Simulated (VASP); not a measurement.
Input of a VASP 6.6.1 run:

Contents of INCAR:

```
SYSTEM = Sr4Ti4H3NO12
PREC = Accurate
ENCUT = 520
EDIFF = 1E-6
ISMEAR = 0
SIGMA = 0.05
LREAL = Auto
LASPH = .True.
NELM = 100
ALGO = Normal
ISIF = 2
LWAVE = .False.
LCHARG = .False.
GGA = CA
NBANDS = 102
```

File KPOINTS:

```
Automatic mesh
0
Gamma
  2 2 1
  0 0 0
```

POSCAR

```
Sr4Ti4H3NO12
1.0
    5.5140190000      0.0000000000      0.0000000000
    0.0000000000      7.7980000000      0.0000000000
    0.0000000000      0.0000000000     17.1355140000
Sr Ti O N H
4 4 12 1 3
Direct
    0.4999999093      0.2500000000      0.0583583311
   -0.1077785550      0.2536783791      0.2646332056
    0.4999999093      0.7500000000      0.0583583311
   -0.1072074652      0.7503116184      0.2487974974
    0.0000000000      0.0000000000      0.0583583311
    0.4356555536      0.0008992049      0.2156322244
    0.0000000000      0.5000000000      0.0583583311
    0.4362674485      0.4999190818      0.2148667382
    0.3017590255      0.0005961785      0.0899893636
    0.7545077375     -0.0025916902      0.1199023268
    0.0000000000      0.2500000000      0.0583583311
    0.6425726861     -0.0063475250      0.2926489395
    0.1441872072      0.0018158502      0.2532294625
    0.4809470189      0.2497718646      0.1906329159
    0.3019013899      0.4994688382      0.0899412180
    0.7540895307      0.5025665555      0.1197876527
    0.0000000000      0.7500000000      0.0583583311
    0.6451203741      0.5075551423      0.2902795913
    0.1457399766      0.5006733778      0.2536739196
    0.4683578348      0.7509505001      0.1886224714
   -0.1290496097      0.1907719928      0.4149427907
   -0.2561311450      0.1044720441      0.3934685006
    0.0007905305      0.1240729674      0.4445224695
   -0.2090812527      0.2772404463      0.4515128639
```

Potentials or basis: VASP PAW LDA potentials, release 64 (Sr_sv, Ti_sv, O, N, H).

Launch:

```bash
$ cat potpaw_LDA.64/Sr_sv/POTCAR potpaw_LDA.64/Ti_sv/POTCAR potpaw_LDA.64/O/POTCAR potpaw_LDA.64/N/POTCAR potpaw_LDA.64/H/POTCAR > POTCAR
$ mpirun -np 1 vasp_std > vasp.out
```

**Question.** What does it give for the band gap on the k mesh?

**Answer.** 0.16 eV (least direct gap 0.26 eV).

**Question.** Estimate the largest force.

**Answer.** 3.086 eV/Å.

Forces on the atoms (eV/Å):
```
Sr   0.601 -0.016  1.291
Sr   0.043 -0.002 -0.014
Sr   0.482  0.026  1.025
Sr   0.015  0.021  0.035
Ti  -0.199  0.064  1.429
Ti   0.084  0.026 -0.168
Ti  -0.209 -0.058  1.422
Ti   0.064 -0.001 -0.221
O    0.078  0.000  0.101
O   -0.157  0.006  0.206
O   -0.346  0.014 -3.066
O    0.075  0.050  0.254
O   -0.126 -0.006  0.108
O   -0.023  0.006  0.070
O    0.085  0.004  0.094
O   -0.164 -0.002  0.191
O   -0.180 -0.013 -3.030
O    0.102 -0.008  0.208
O   -0.121  0.032  0.078
O    0.018  0.017  0.121
N   -0.096 -0.051 -0.043
H   -0.060 -0.102 -0.034
H    0.093 -0.026 -0.015
H   -0.059  0.020 -0.043
```

Caveat: the k points lie up to 0.57 Å⁻¹ apart; there is no dipole correction, which matters where the two faces differ; semilocal functionals underestimate gaps, and a narrow one can read as zero.
